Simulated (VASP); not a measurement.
# TiTe2 (R-3m) in VASP: a series of runs

Aim: see how the results for TiTe2 move with the level of theory and the settings. Levels: PBE+D3(BJ), PBE, r2SCAN+rVV10. Tasks: single point.

Program: VASP 6.6.1. These are calculated values, not measurements. Logs are shortened: lines on timing, memory, paths and dates and some standing lists are left out, and cuts for length are marked.

## (1) The cell of the first run

It takes space group R-3m (No. 166, trigonal). Conventional cell: a = 3.676 Å, b = 3.676 Å, c = 20.059 Å, α = 90.00°, β = 90.00°, γ = 120.00°. Ti (site symmetry -3m) has 6 Te at 2.75 Å and 6 Ti at 3.68 Å within 3.7 Å. Te (site symmetry 3m) has 3 Ti at 2.75 Å and 9 Te at 3.68 to 3.82 Å within 3.9 Å.

## (2) Single point, PBE+D3(BJ)

File INCAR:

```
PREC     = Accurate       # precision mode
ENCUT    = 520            # plane-wave cutoff, eV
EDIFF    = 1E-7           # SCF threshold, eV
ISMEAR   = -1             # smearing method
SIGMA    = 0.02           # smearing width, eV
LREAL    = F              # projectors in reciprocal space
LASPH    = T              # aspherical terms in the spheres
NELM     = 100            # most SCF steps
ALGO     = Normal         # electronic algorithm
ISIF     = 2              # what is computed and relaxed
LWAVE    = F              # write WAVECAR
LCHARG   = F              # write CHGCAR
GGA      = PE             # functional
IVDW     = 12             # dispersion correction
NBANDS   = 19             # bands
```

File KPOINTS:

```
Automatic mesh
0
Gamma
  6 6 6
```

File POSCAR:

```
TiTe2
1.0
    1.8377750474      1.0610399183      6.6863047490
   -1.8377750474      1.0610399183      6.6863047490
    0.0000000000     -2.1220798367      6.6863047490
Ti Te
1 2
Direct
    0.0000000000      0.0000000000      0.0000000000
    0.2458609712      0.2458609712      0.2458609712
    0.7541390288      0.7541390288      0.7541390288
```

Potentials or basis: VASP PAW PBE potentials, release 64 (Ti_sv, Te).

Started as:

```sh
$ cat potpaw_PBE.64/Ti_sv/POTCAR potpaw_PBE.64/Te/POTCAR > POTCAR
$ mpirun -np 1 vasp_std > vasp.out
```

OUTCAR:

```text
PREC = Accurate
   ENCUT = 520
   EDIFF = 1E-7
   ISMEAR = -1
   LREAL = F
   LASPH = T
   NELM = 100
   ISIF = 2
   GGA = PE
   IVDW = 12
 IVDW          = 12

 ion  position               nearest neighbor table
   1  0.000  0.000  0.000-   3 2.75   3 2.75   2 2.75   2 2.75   3 2.75   2 2.75
   2  0.246  0.246  0.246-   1 2.75   1 2.75   1 2.75
   3  0.754  0.754  0.754-   1 2.75   1 2.75   1 2.75

  LATTYP: Found a trigonal (rhomboedric) cell.
 ALAT       =     7.0149764098
 COS(alpha) =     0.8627342248

  Lattice vectors:

 A1 = (   1.8377750474,   1.0610399183,   6.6863047490)
 A2 = (  -1.8377750474,   1.0610399183,   6.6863047490)
 A3 = (   0.0000000000,  -2.1220798367,   6.6863047490)

Analysis of symmetry for initial positions (statically):
=====================================================================
 Subroutine PRICEL returns:
 Original cell was already a primitive cell.

 Routine SETGRP: Setting up the symmetry group for a
 trigonal (rhombohedral) supercell.

 Subroutine GETGRP returns: Found 12 space group operations
 (whereof 12 operations were pure point group operations)
 out of a pool of 12 trial point group operations.

The static configuration has the point symmetry D_3d.

Analysis of symmetry for dynamics (positions and initial velocities):
=====================================================================
 Subroutine PRICEL returns:
 Original cell was already a primitive cell.

 Routine SETGRP: Setting up the symmetry group for a
 trigonal (rhombohedral) supercell.

 Subroutine GETGRP returns: Found 12 space group operations
 (whereof 12 operations were pure point group operations)
 out of a pool of 12 trial point group operations.

The dynamic configuration has the point symmetry D_3d.

 Subroutine INISYM returns: Found 12 space group operations
 (whereof 12 operations are pure point group operations),
 and found     1 'primitive' translations

----------------------------------------------------------------------------------------

                                     Primitive cell

  volume of cell :      78.2279

  direct lattice vectors                    reciprocal lattice vectors
     1.837775047  1.061039918  6.686304749     0.272068119  0.157078602  0.049853147
    -1.837775047  1.061039918  6.686304749    -0.272068119  0.157078602  0.049853147
     0.000000000 -2.122079837  6.686304749     0.000000000 -0.314157203  0.049853147

  length of vectors
     7.014976410  7.014976410  7.014976410     0.318088171  0.318088171  0.318088171

  position of ions in fractional coordinates (direct lattice)
     0.000000000  0.000000000  0.000000000
     0.245860971  0.245860971  0.245860971
[... 81 lines left out ...]
   EDIFFG = 0.1E-05   stopping-criterion for IOM
   NSW    =      0    number of steps for IOM
   IBRION =     -1    ionic relax: 0-MD 1-quasi-New 2-CG
   NFREE  =      0    steps in history (QN), initial steepest desc. (CG)
   ISIF   =      2    stress and relaxation
   ISYM   =      2    0-nonsym 1-usesym 2-fastsym
   POTIM  = 0.5000    time-step for ionic-motion
   TEBEG  =    0.0;   TEEND  =   0.0 temperature during run
   PSTRESS=    0.0 pullay stress
   NELECT =      24.0000    total number of electrons
   NUPDOWN=      -1.0000    fix difference up-down
   EMIN   =  10.00;   EMAX   =-10.00  energy-range for DOS
   EFERMI =   0.00;   METHOD = LEGACY
   ISMEAR =    -1;   SIGMA  =   0.02  broadening in eV -4-tet -1-fermi 0-gaus
   EFERMI_NEDOS =   21; number of points for ismear=-14 and -15
   IALGO  =     38    algorithm
   IMIX   =      4    mixing-type and parameters
     AMIX     =   0.40;   BMIX     =  1.00
     AMIX_MAG =   1.60;   BMIX_MAG =  1.00
  volume/ion in A,a.u.               =      26.08       175.97
  Fermi-wavevector in a.u.,A,eV,Ry     =   1.104142  2.086525 16.587251  1.219129
  Thomas-Fermi vector in A             =   2.240610
   LORBIT       =      0    0 simple, 1 ext, 2 COOP (PROOUT), +10 PAW based schemes
   GGA     = PE    functional components
   LHFCALC =     F    Hartree Fock is set to
   AEXX    =    0.0000 exact exchange contribution
   IVDW    =    12    specifies the selected vdW correction
   LEPSILON=     F    determine dielectric tensor
   LRPA    =     F    only Hartree local field effects (RPA)
 non-spin polarized calculation
  energy-cutoff  :      520.00
  volume of cell :       78.23
 maximum number of plane-waves:      2134
 NGX is ok and might be reduce to    54
   NGX = 27   NGY = 27   NGZ = 27

 number of electron      23.9999998 magnetization

 Free energy of the ion-electron system (eV)
  ---------------------------------------------------
  ext. energy  EPLUGINS =         0.00000000
  ---------------------------------------------------
  free energy    TOTEN  =       -16.10497612 eV

  energy without entropy =      -16.10093910  energy(sigma->0) =      -16.10295761

 E-fermi :   7.0019     XC(G=0):  -9.9693

 val. band max:        6.9680257764   @ k =   0.1667   0.0000   0.0000
 cond. band min:       7.0046788727   @ k =   0.3333   0.3333   0.1667
 fundamental gap:      0.0366530963
 Fermi energy:         7.0019139452

 k-point     1 :       0.0000    0.0000    0.0000
  band No.  band energies     occupation
      1     -50.2641      2.00000
      2     -26.5207      2.00000
      3     -26.5207      2.00000
      4     -26.4937      2.00000
      5      -5.4318      2.00000
      6      -4.0584      2.00000
[... 505 lines left out ...]
      6      -3.3703      2.00000
[... 11 lines left out ...]
     18      11.6776      0.00000
     19      12.5292      0.00000

 [... further k-points ...]

------------------------ aborting loop because EDIFF is reached ----------------------------------------

 Edisp (eV)   -1.51186

 E8    (eV) :    -0.7003

  FORCE on cell =-STRESS in cart. coord.  units (eV):
  Direction    XX          YY          ZZ          XY          YZ          ZX
  --------------------------------------------------------------------------------------
  -------------------------------------------------------------------------------------
  Total      -0.00728    -0.00728    -0.02693     0.00000     0.00000     0.00000
  in kB      -0.14902    -0.14902    -0.55147     0.00000     0.00000     0.00000
  external pressure =       -0.28 kB  Pullay stress =        0.00 kB

 VOLUME and BASIS-vectors are now :
 -----------------------------------------------------------------------------
  energy-cutoff  :      520.00
  volume of cell :       78.23
      direct lattice vectors                 reciprocal lattice vectors
     1.837775047  1.061039918  6.686304749     0.272068119  0.157078602  0.049853147
    -1.837775047  1.061039918  6.686304749    -0.272068119  0.157078602  0.049853147
     0.000000000 -2.122079837  6.686304749     0.000000000 -0.314157203  0.049853147

 POSITION                                       TOTAL-FORCE (eV/Angst)
 -----------------------------------------------------------------------------------
      0.00000      0.00000      0.00000         0.000000     -0.000000      0.000000
      0.00000     -0.00000      4.93170        -0.000000      0.000000     -0.006197
      0.00000     -0.00000     15.12721        -0.000000     -0.000000      0.006197
 -----------------------------------------------------------------------------------
    total drift:                               -0.000000     -0.000000      0.000000

  FREE ENERGIE OF THE ION-ELECTRON SYSTEM (eV)
  ---------------------------------------------------
  free  energy   TOTEN  =       -17.6168343682 eV

  energy  without entropy=      -17.6127973451  energy(sigma->0) =      -17.61481586
```

OSZICAR:

```text
N       E                     dE             d eps       ncg     rms          rms(c)
DAV:   1     0.177041852772E+03    0.17704E+03   -0.10846E+04  1216   0.118E+03
DAV:   2    -0.189828141238E+01   -0.17894E+03   -0.17459E+03  1296   0.298E+02
DAV:   3    -0.175414679728E+02   -0.15643E+02   -0.14930E+02  1886   0.818E+01
DAV:   4    -0.181485286399E+02   -0.60706E+00   -0.60425E+00  1555   0.149E+01
DAV:   5    -0.181723941673E+02   -0.23866E-01   -0.23856E-01  1781   0.288E+00    0.123E+01
DAV:   6    -0.180661572562E+02    0.10624E+00   -0.30506E+01  1304   0.361E+01    0.133E+01
DAV:   7    -0.163544368649E+02    0.17117E+01   -0.24884E+01  1486   0.293E+01    0.526E+00
DAV:   8    -0.161036737524E+02    0.25076E+00   -0.13710E+00  1416   0.833E+00    0.170E+00
DAV:   9    -0.161209873391E+02   -0.17314E-01   -0.16591E-01  1697   0.254E+00    0.143E+00
DAV:  10    -0.161081038945E+02    0.12883E-01   -0.19693E-01  1428   0.306E+00    0.730E-01
DAV:  11    -0.161050573406E+02    0.30466E-02   -0.15612E-02  1402   0.907E-01    0.376E-01
DAV:  12    -0.161050997745E+02   -0.42434E-04   -0.41174E-04  1453   0.145E-01    0.220E-01
DAV:  13    -0.161049748735E+02    0.12490E-03   -0.52900E-04  1545   0.160E-01    0.436E-02
DAV:  14    -0.161049775795E+02   -0.27060E-05   -0.16186E-05  1404   0.290E-02    0.181E-02
DAV:  15    -0.161049771040E+02    0.47558E-06   -0.13196E-06  1524   0.922E-03    0.175E-02
DAV:  16    -0.161049757907E+02    0.13133E-05   -0.83761E-06  1611   0.187E-02    0.471E-03
DAV:  17    -0.161049760240E+02   -0.23338E-06   -0.20593E-07  1225   0.390E-03    0.225E-03
DAV:  18    -0.161049761185E+02   -0.94432E-07   -0.21789E-08   785   0.105E-03
   1 F= -.17616834E+02 E0= -.17614816E+02  d E =-.403702E-02
```

stdout:

```text
POSCAR found type information on POSCAR TiTe
 POSCAR found :  2 types and       3 ions
 scaLAPACK will be used
 LDA part: xc-table for (Slater+PW92), standard interpolation
 POSCAR, INCAR and KPOINTS ok, starting setup
 FFT: planning ... GRIDC
 FFT: planning ... GRID_SOFT
 FFT: planning ... GRID
 WAVECAR not read
 entering main loop
```

Wall time 86 s (1 thread of Intel Xeon 6975P-C (Granite Rapids), shared host); peak memory 0.4 GiB.

What came out:

```yaml
Free_energy: -17.6168 eV
Pressure: 0.0 GPa
Largest_force: 0.006 eV/Å
Band_gap_on_the_k_mesh: zero (bands 12 and 13 overlap by 0.90 eV)
Dispersion_energy_per_atom: -0.504 eV
```

Forces in eV/Å, atoms in the order of the input:
```
Ti   0.000  0.000  0.000
Te   0.000  0.000 -0.006
Te   0.000  0.000  0.006
```

Levels at points of the mesh, in eV from the Fermi level:
```csv
k point,band 8,band 9,band 10,band 11,band 12,band 13,band 14,band 15,band 16,band 17
"(0.00, 0.00, 0.00)",-1.33,-1.33,0.32,0.34,0.59,0.59,1.54,1.54,3.45,3.45
"(0.50, 0.00, 0.00)",-4.21,-2.93,-1.87,-1.78,-0.29,0.02,1.44,1.84,2.88,2.90
"(0.50, 0.50, 0.00)",-4.39,-1.83,-1.66,-1.56,-0.75,-0.30,1.44,1.72,3.47,3.53
"(0.50, 0.50, 0.50)",-2.78,-1.27,-1.27,0.59,0.59,1.01,1.24,1.24,3.73,3.73
```

Caveat: spin-orbit coupling is left out, which moves the levels of the heavy elements.

## (3) Single point, PBE

This run uses another cell than the first one, of 28.26 Å³/atom.

File INCAR:

```
SYSTEM = TiTe2
PREC = Accurate ; ENCUT = 520
EDIFF = 1E-6 ; ISMEAR = -1
SIGMA = 0.02 ; LREAL = .False.
LASPH = .True. ; NELM = 100
ALGO = Normal ; ISIF = 2
LWAVE = .False. ; LCHARG = .False.
GGA = PE ; NBANDS = 19
```

File KPOINTS:

```
Automatic mesh
0
Gamma
  8 8 8
  0 0 0
```

File POSCAR:

```
TiTe2
1.0
    1.8876707787      1.0898472322      6.8686275405
   -1.8876707787      1.0898472322      6.8686275405
    0.0000000000     -2.1796944645      6.8686275405
Ti Te
1 2
Direct
    0.0000000000      0.0000000000      0.0000000000
    0.2506047205      0.2506047205      0.2506047205
    0.7493952795      0.7493952795      0.7493952795
```

Potentials or basis: VASP PAW PBE potentials, release 64 (Ti_sv, Te).

Started as:

```sh
$ cat potpaw_PBE.64/Ti_sv/POTCAR potpaw_PBE.64/Te/POTCAR > POTCAR
$ mpirun -np 1 vasp_std > vasp.out
```

Run time: 2.7 min. Hardware: 1 thread of Intel Xeon 6975P-C (Granite Rapids), shared host; peak memory 0.43 GiB.

Results (log left out):

| Quantity | Value |
| --- | --- |
| Free energy | -16.1841 eV |
| Pressure | 1.0 GPa |
| Largest force | 0.162 eV/Å |
| Band gap on the k mesh | zero (bands 12 and 13 overlap by 0.62 eV) |

Forces in eV/Å, atoms in the order of the input:
```
Ti   0.000  0.000  0.000
Te   0.000  0.000 -0.162
Te   0.000  0.000  0.162
```

Stress tensor (GPa, compression positive):
```
0.56 0.00 0.00
0.00 0.56 0.00
0.00 0.00 1.76
```

Levels at points of the mesh, in eV from the Fermi level:
| k point | band 9 | band 10 | band 11 | band 12 | band 13 | band 14 | band 15 | band 16 |
| --- | --- | --- | --- | --- | --- | --- | --- | --- |
| (0.00, 0.00, 0.00) | -1.59 | 0.11 | 0.43 | 0.43 | 0.43 | 1.15 | 1.15 | 3.32 |
| (0.50, 0.00, 0.00) | -2.69 | -1.86 | -1.84 | -0.61 | 0.03 | 1.18 | 1.53 | 2.79 |
| (0.50, 0.50, 0.00) | -1.88 | -1.73 | -1.61 | -0.88 | -0.18 | 1.18 | 1.48 | 3.29 |
| (0.50, 0.50, 0.50) | -1.55 | -1.55 | 0.44 | 0.44 | 0.93 | 0.97 | 0.97 | 3.49 |

Caveat: spin-orbit coupling is left out, which moves the levels of the heavy elements.

## (4) Single point, r2SCAN+rVV10

This run uses another cell than the first one, of 28.26 Å³/atom.

POSCAR is that of step 3.

File INCAR.step1:

```
SYSTEM = TiTe2
PREC = Accurate ; ENCUT = 520
ISMEAR = -1 ; SIGMA = 0.02
LREAL = .False. ; LASPH = .True.
NELM = 60 ; NBANDS = 19
GGA = PE ; ALGO = Normal
EDIFF = 1E-4 ; LWAVE = .True.
LCHARG = .False.
```

File INCAR.step2:

```
SYSTEM = TiTe2
PREC = Accurate ; ENCUT = 520
EDIFF = 1E-7 ; ISMEAR = -1
SIGMA = 0.02 ; LREAL = .False.
LASPH = .True. ; NELM = 60
ALGO = Normal ; ISIF = 2
LWAVE = .False. ; LCHARG = .False.
METAGGA = R2SCAN ; LMIXTAU = .True.
LUSE_VDW = .True. ; IVDW_NL = 2
BPARAM = 11.95 ; CPARAM = 0.0093
NBANDS = 19 ; ISTART = 1
```

File KPOINTS:

```
regular mesh
0
Gamma
  8 8 8
  0 0 0
```

Potentials or basis: VASP PAW PBE potentials, release 64 (Ti_sv, Te).

Started as:

```sh
$ cat potpaw_PBE.64/Ti_sv/POTCAR potpaw_PBE.64/Te/POTCAR > POTCAR
$ cp INCAR.step1 INCAR
$ mpirun -np 1 vasp_std > vasp.out
$ cp INCAR.step2 INCAR
$ mpirun -np 1 vasp_std > vasp.out
```

OUTCAR:

```text
SYSTEM = TiTe2
   PREC = Accurate
   ENCUT = 520
   EDIFF = 1E-7
   ISMEAR = -1
   LREAL = .False.
   LASPH = .True.
   NELM = 60
   ISIF = 2
   METAGGA = R2SCAN
   IVDW_NL = 2
   BPARAM = 11.95
   ISTART = 1

 ion  position               nearest neighbor table
   1  0.000  0.000  0.000-   3 2.77   3 2.77   2 2.77   2 2.77   3 2.77   2 2.77
   2  0.251  0.251  0.251-   1 2.77   1 2.77   1 2.77
[... 726 lines left out ...]

------------------------ aborting loop because EDIFF is reached ----------------------------------------

  FORCE on cell =-STRESS in cart. coord.  units (eV):
  Direction    XX          YY          ZZ          XY          YZ          ZX
  --------------------------------------------------------------------------------------
  -------------------------------------------------------------------------------------
  Total        0.1883165      0.1883165      0.1387728      0.0000000     -0.0000000      0.0000000
  in kB        3.5586556      3.5586556      2.6224170      0.0000000     -0.0000000      0.0000000
  external PRESSURE =       3.2465761 kB  Pullay stress =       0.0000000 kB

 VOLUME and BASIS-vectors are now :
 -----------------------------------------------------------------------------
  energy-cutoff  :      520.00
  volume of cell :       84.78
      direct lattice vectors                 reciprocal lattice vectors
     1.887670779  1.089847232  6.868627541     0.264876697  0.152926632  0.048529831
    -1.887670779  1.089847232  6.868627541    -0.264876697  0.152926632  0.048529831
     0.000000000 -2.179694464  6.868627541     0.000000000 -0.305853264  0.048529831

 POSITION                                       TOTAL-FORCE (eV/Angst)
 -----------------------------------------------------------------------------------
      0.00000      0.00000      0.00000         0.000000     -0.000000      0.000000
      0.00000     -0.00000      5.16393        -0.000000      0.000000     -0.029499
      0.00000     -0.00000     15.44195        -0.000000     -0.000000      0.029499
 -----------------------------------------------------------------------------------
    total drift:                                0.000000      0.000000     -0.000000

  FREE ENERGIE OF THE ION-ELECTRON SYSTEM (eV)
  ---------------------------------------------------
  free  energy   TOTEN  =       -65.6406419370 eV

  energy  without entropy=      -65.6382703002  energy(sigma->0) =      -65.63945612
```

OUTCAR.step1:

```text
SYSTEM = TiTe2
   PREC = Accurate
   ENCUT = 520
   ISMEAR = -1
   LREAL = .False.
   LASPH = .True.
[... 753 lines left out ...]
      0.00000      0.00000      0.00000        -0.000000     -0.000000      0.000000
      0.00000     -0.00000      5.16393         0.000000      0.000000     -0.164783
      0.00000     -0.00000     15.44195         0.000000     -0.000000      0.164783
 -----------------------------------------------------------------------------------
    total drift:                                0.000000      0.000000     -0.000000

  FREE ENERGIE OF THE ION-ELECTRON SYSTEM (eV)
  ---------------------------------------------------
  free  energy   TOTEN  =       -16.1840946181 eV

  energy  without entropy=      -16.1809671157  energy(sigma->0) =      -16.18253087
```

Wall time 13 min (1 thread of Intel Xeon 6975P-C (Granite Rapids), shared host); peak memory 1 GiB.

What came out:

```yaml
Free_energy: -65.6406 eV
Pressure: 0.3 GPa
Largest_force: 0.029 eV/Å
Band_gap_on_the_k_mesh: zero (bands 12 and 13 overlap by 0.60 eV)
```

Forces in eV/Å, atoms in the order of the input:
```
Ti   0.000  0.000  0.000
Te   0.000  0.000 -0.029
Te   0.000  0.000  0.029
```

Stress tensor (GPa, compression positive):
```
0.36 0.00 0.00
0.00 0.36 0.00
0.00 0.00 0.26
```

Caveat: the PAW data sets were made with another functional, which shifts forces and pressure a little; spin-orbit coupling is left out, which moves the levels of the heavy elements.

## (5) Overview

| level | cell | k mesh | gap on the mesh (eV) | pressure (GPa) | largest force (eV/Å) |
| --- | --- | --- | --- | --- | --- |
| PBE+D3(BJ) | a = 7.015 Å, angles 30.4°, 3 atoms, atomic positions A | 6 × 6 × 6 | none | 0.0 | 0.01 |
| PBE | a = 7.206 Å, angles 30.4°, 3 atoms, atomic positions B | 8 × 8 × 8 | none | 1.0 | 0.16 |
| r2SCAN+rVV10 | a = 7.206 Å, angles 30.4°, 3 atoms, atomic positions B | 8 × 8 × 8 | none | 0.3 | 0.03 |

Alike in all rows: task single point; potentials or basis VASP PAW PBE potentials, release 64 (Ti_sv, Te); no spin polarisation; cutoff (eV) 520; smearing fermi-dirac 0.02 eV.

Caveats: spin-orbit coupling is left out, which moves the levels of the heavy elements; the PAW data sets were made with another functional, which shifts forces and pressure a little (at least some runs).

Absolute energies hang on the potentials; compare differences alone.
